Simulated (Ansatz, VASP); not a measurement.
# Two plane-wave programs on Cs

INCAR

```
ALGO     = Normal         # electronic algorithm
EDIFF    = 1E-6           # SCF threshold, eV
ENCUT    = 520            # plane-wave cutoff, eV
GGA      = PE             # functional
ISIF     = 2              # what is computed and relaxed
ISMEAR   = -1             # smearing method
LASPH    = True           # aspherical terms in the spheres
LCHARG   = True           # write CHGCAR
LELF     = True           # ELF
LREAL    = False          # projectors in reciprocal space
LVHAR    = True         
LWAVE    = False          # write WAVECAR
NBANDS   = 10             # bands
NELM     = 80             # most SCF steps
PREC     = Accurate       # precision mode
SIGMA    = 0.05           # smearing width, eV
```

KPOINTS

```
k-points
0
Gamma
  10 10 10
```

Contents of POSCAR:

```
Cs
1.0
    0.0000000000      3.4275636976      3.4275636976
    3.4275636976      0.0000000000      3.4275636976
    3.4275636976      3.4275636976      0.0000000000
Cs
1
Direct
    0.0000000000      0.0000000000      0.0000000000
```

Input for Ansatz:

```yaml
crystal:
  lattice:
    - [0.0, 3.4275636976, 3.4275636976]
    - [3.4275636976, 0.0, 3.4275636976]
    - [3.4275636976, 3.4275636976, 0.0]
  atoms:
    - { symbol: Cs, position: [0.0, 0.0, 0.0] }
kpoints:
  mp_grid: { grid: [10, 10, 10] }
scf:
  occupations: { method: fermi_dirac, width: 0.05 }
hamiltonian:
  xc: pbe
  pseudopotentials: { kind: paw }
output:
  forces: true
  stress: true
  eigenvalues: true
```

Change from the starting cell: volume scaled by 0.691, to set the pressure.

Alike in both runs: task single point; functional PBE; k mesh 10 × 10 × 10; occupations fermi-dirac, width 0.05 eV; no spin polarisation.

|  | VASP | Ansatz |
| --- | --- | --- |
| version | VASP 6.6.1 | Ansatz 0.2.0 |
| potentials or method | VASP PAW PBE potentials, release 64 (Cs_sv) | PAW with Ansatz's default frozen-core files, scalar-relativistic |
| plane-wave cutoff (eV) | 520 | 420 |
| valence electrons in the cell | 9 | 9 |

|  | VASP | Ansatz | Ansatz less VASP |
| --- | --- | --- | --- |
| pressure (GPa) | 1.3 | 1.3 | +0.01 |

Spin-orbit coupling is off throughout.
